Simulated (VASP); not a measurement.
A run of VASP 6.6.1:

Contents of POSCAR:

```
HfO2
1.0
    0.0000000000      2.4659527612      2.5538963734
    2.4659527612      0.0000000000      2.5538963734
    2.4659527612      2.4659527612      0.0000000000
Hf O
1 2
Direct
    0.0000000000      0.0000000000      0.0000000000
    0.2500000000      0.2500000000      0.2500000000
    0.7500000000      0.7500000000      0.7500000000
```

INCAR.step1

```
SYSTEM = HfO2
PREC     = Accurate       ! precision mode
ENCUT    = 520            ! plane-wave cutoff, eV
EDIFF    = 1E-5           ! SCF threshold, eV
ISMEAR   = 0              ! smearing method
SIGMA    = 0.01           ! smearing width, eV
LREAL    = .FALSE.        ! projectors in reciprocal space
LASPH    = .TRUE.         ! aspherical terms in the spheres
NELM     = 60             ! most SCF steps
ALGO     = Normal         ! electronic algorithm
ISIF     = 2              ! what is computed and relaxed
LWAVE    = .TRUE.         ! write WAVECAR
GGA      = PE             ! functional
NBANDS   = 18             ! bands
KPAR     = 4
```

The input INCAR.step2:

```
SYSTEM = HfO2
PREC     = Accurate       ! precision mode
ENCUT    = 520            ! plane-wave cutoff, eV
EDIFF    = 1E-6           ! SCF threshold, eV
ISMEAR   = 0              ! smearing method
SIGMA    = 0.01           ! smearing width, eV
LREAL    = .FALSE.        ! projectors in reciprocal space
LASPH    = .TRUE.         ! aspherical terms in the spheres
NELM     = 60             ! most SCF steps
ALGO     = Normal         ! electronic algorithm
ISIF     = 2              ! what is computed and relaxed
LWAVE    = .FALSE.        ! write WAVECAR
LCHARG   = .TRUE.         ! write CHGCAR
GGA      = PE             ! functional
LHFCALC  = .TRUE.         ! exact exchange
HFSCREEN = 0.2079         ! screening, 1/A
PRECFOCK = Normal       
LVHAR    = .TRUE.       
ISTART   = 1            
NBANDS   = 18             ! bands
KPAR     = 4
```

The input KPOINTS:

```
Automatic mesh
0
G
  6 6 6
  0 0 0
```

Potentials or basis: VASP PAW PBE potentials, release 64 (Hf_pv, O).

Command:

```console
$ cat potpaw_PBE.64/Hf_pv/POTCAR potpaw_PBE.64/O/POTCAR > POTCAR
$ cp INCAR.step1 INCAR
$ mpirun -np 4 vasp_std > vasp.out
$ cp INCAR.step2 INCAR
$ mpirun -np 4 vasp_std > vasp.out
```

Hardware: 4 MPI ranks on Intel(R) Xeon(R) Platinum 8375C CPU @ 2.90GHz (Ice Lake), on a shared host.

**Question.** How long does it take, and how much memory?

**Answer.** Wall time 19 min on 4 MPI ranks on Intel(R) Xeon(R) Platinum 8375C CPU @ 2.90GHz (Ice Lake), with other jobs on the host, peak memory 0.27 GiB a rank. Counts: k points 30.
